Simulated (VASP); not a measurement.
SnSe:

```
Sn Se
1.0
     0.00000    3.01000    3.01000
     3.01000    0.00000    3.01000
     3.01000    3.01000    0.00000
Sn Se
1 1
Cartesian
  0.0000 0.0000 0.0000
  3.0100 3.0100 3.0100
```

```yaml
Program: VASP 6.6.1
Task: relaxation of cell and atoms
Functional: PBEsol
Potentials_or_basis: VASP PAW PBE potentials, release 64 (Sn_d, Se)
Cutoff: 600 eV
k_mesh: 8 × 8 × 8
Occupations: gaussian, width 0.02 eV
Spin: no spin polarisation
```

At the start: pressure -1.9 GPa; volume 27.27 Å³/atom.

**Question.** Where does the relaxation end?

**Answer.** Over 3 steps the energy falls by 5.9 meV/atom and the volume is 26.30 Å³/atom (-3.6 %); space group Fm-3m (No. 225, to 0.05 Å).

Step by step:
| step | energy change (eV) | largest force (eV/Å) | pressure (GPa) | volume (Å³) |
| --- | --- | --- | --- | --- |
| 1 | 0.0000 | 0.0000 | -1.90 | 54.54 |
| 2 | -0.0108 | 0.0000 | 0.63 | 52.03 |
| 3 | -0.0119 | 0.0000 | 0.01 | 52.60 |

Final structure:
```
CELL_PARAMETERS angstrom
0.00000 2.97376 2.97376
2.97376 0.00000 2.97376
2.97376 2.97376 0.00000
ATOMIC_POSITIONS crystal
Sn 0.00000 0.00000 0.00000
Se 0.50000 0.50000 0.50000
```

Caveat: the PAW data sets were made with another functional, which shifts forces and pressure a little.
